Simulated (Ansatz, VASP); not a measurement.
Two plane-wave programs on Zr7CSe16

Contents of POSCAR:

```
Zr7CSe16
1.0
    7.6223050204      0.0000000000      0.0000000000
   -3.8111525102      6.6011097830      0.0000000000
    0.0000000000      0.0000000000     12.7998137800
C Zr Se
1 7 16
Direct
    0.0000000000      0.0000000000      0.0000000000
    0.0000000000      0.0000000000      0.5000000000
    0.0000000000      0.5000000000      0.0000000000
    0.0000000000      0.5000000000      0.5000000000
    0.5000000000      0.0000000000      0.0000000000
    0.5000000000      0.0000000000      0.5000000000
    0.5000000000      0.5000000000      0.0000000000
    0.5000000000      0.5000000000      0.5000000000
    0.3332429744      0.1666214872      0.3769993227
    0.3088433557      0.1544216778      0.8906057197
    0.3333333333      0.6666666667      0.3765933379
    0.3333333333      0.6666666667      0.8749994349
    0.8333785128      0.1666214872      0.3769993227
    0.8455783222      0.1544216778      0.8906057197
    0.8333785128      0.6667570256      0.3769993227
    0.8455783222      0.6911566443      0.8906057197
    0.1544216778      0.3088433557      0.1093942803
    0.1666214872      0.3332429744      0.6230006774
    0.1544216778      0.8455783222      0.1093942803
    0.1666214872      0.8333785128      0.6230006774
    0.6666666667      0.3333333333      0.1250005651
    0.6666666667      0.3333333333      0.6234066621
    0.6911566443      0.8455783222      0.1093942803
    0.6667570256      0.8333785128      0.6230006774
```

The input INCAR.step1:

```
ALGO = Normal
EDIFF = 1E-5
ENCUT = 580
GGA = PE
GGA_COMPAT = False
ISMEAR = -1
LASPH = True
LCHARG = False
LREAL = False
LWAVE = True
NBANDS = 110
NELM = 120
PREC = Accurate
SIGMA = 0.01
```

Contents of INCAR.step2:

```
ALGO = Normal
EDIFF = 1E-7
ENCUT = 580
GGA_COMPAT = False
ISIF = 2
ISMEAR = -1
ISTART = 1
LASPH = True
LCHARG = False
LEFG = True
LMIXTAU = True
LREAL = False
LWAVE = False
METAGGA = R2SCAN
NBANDS = 110
NELM = 120
PREC = Accurate
SIGMA = 0.01
```

File KPOINTS:

```
k-points
0
Gamma
  3 3 2
```

Input for Ansatz:

```yaml
crystal:
  lattice:
    - [7.6223050204, 0.0, 0.0]
    - [-3.8111525102, 6.601109783, 0.0]
    - [0.0, 0.0, 12.79981378]
  atoms:
    - { symbol: C, position: [0.0, 0.0, 0.0] }
    - { symbol: Zr, position: [0.0, 0.0, 0.5] }
    - { symbol: Zr, position: [0.0, 0.5, 0.0] }
    - { symbol: Zr, position: [0.0, 0.5, 0.5] }
    - { symbol: Zr, position: [0.5, 0.0, 0.0] }
    - { symbol: Zr, position: [0.5, 0.0, 0.5] }
    - { symbol: Zr, position: [0.5, 0.5, 0.0] }
    - { symbol: Zr, position: [0.5, 0.5, 0.5] }
    - { symbol: Se, position: [0.3332429744, 0.1666214872, 0.3769993227] }
    - { symbol: Se, position: [0.3088433557, 0.1544216778, 0.8906057197] }
    - { symbol: Se, position: [0.3333333333, 0.6666666667, 0.3765933379] }
    - { symbol: Se, position: [0.3333333333, 0.6666666667, 0.8749994349] }
    - { symbol: Se, position: [0.8333785128, 0.1666214872, 0.3769993227] }
    - { symbol: Se, position: [0.8455783222, 0.1544216778, 0.8906057197] }
    - { symbol: Se, position: [0.8333785128, 0.6667570256, 0.3769993227] }
    - { symbol: Se, position: [0.8455783222, 0.6911566443, 0.8906057197] }
    - { symbol: Se, position: [0.1544216778, 0.3088433557, 0.1093942803] }
    - { symbol: Se, position: [0.1666214872, 0.3332429744, 0.6230006774] }
    - { symbol: Se, position: [0.1544216778, 0.8455783222, 0.1093942803] }
    - { symbol: Se, position: [0.1666214872, 0.8333785128, 0.6230006774] }
    - { symbol: Se, position: [0.6666666667, 0.3333333333, 0.1250005651] }
    - { symbol: Se, position: [0.6666666667, 0.3333333333, 0.6234066621] }
    - { symbol: Se, position: [0.6911566443, 0.8455783222, 0.1093942803] }
    - { symbol: Se, position: [0.6667570256, 0.8333785128, 0.6230006774] }
kpoints:
  mp_grid: { grid: [3, 3, 2] }
scf:
  occupations: { method: fermi_dirac, width: 0.01 }
hamiltonian:
  xc: r2scan
  pseudopotentials: { kind: paw }
output:
  forces: true
  stress: true
  populations: true
  efg: { quadrupole_moments_barn: { Zr: -0.176 }, contact_densities: true }
```

Alike in both runs: task electric field gradients; functional r2SCAN; k mesh 3 × 3 × 2; occupations fermi-dirac, width 0.01 eV; no spin polarisation.

```csv
,VASP,Ansatz
version,VASP 6.6.1,Ansatz 0.2.0
potentials or method,"VASP PAW PBE potentials, release 64 (C, Zr_sv, Se)","plane-wave PAW, scalar-relativistic"
plane-wave cutoff (eV),580,500
valence electrons in the cell,184,344
```

|  | VASP | Ansatz | Ansatz less VASP |
| --- | --- | --- | --- |
| pressure (GPa) | -1.1 | -1.2 | -0.01 |
| rms of the force components (eV/Å) | 0.053 | 0.056 | +0.0021 |
| size of Vzz on the site where it differs most (V/Å²) | 234.4 | 238.5 | +4.09 |

VASP's potentials were made for PBE, not for r2SCAN. Atom by atom the forces differ by 0.002 eV/Å (rms over components). VASP's potentials hold 184 valence electrons a cell and Ansatz's 344, so a difference there can come from the potentials and not from the codes.
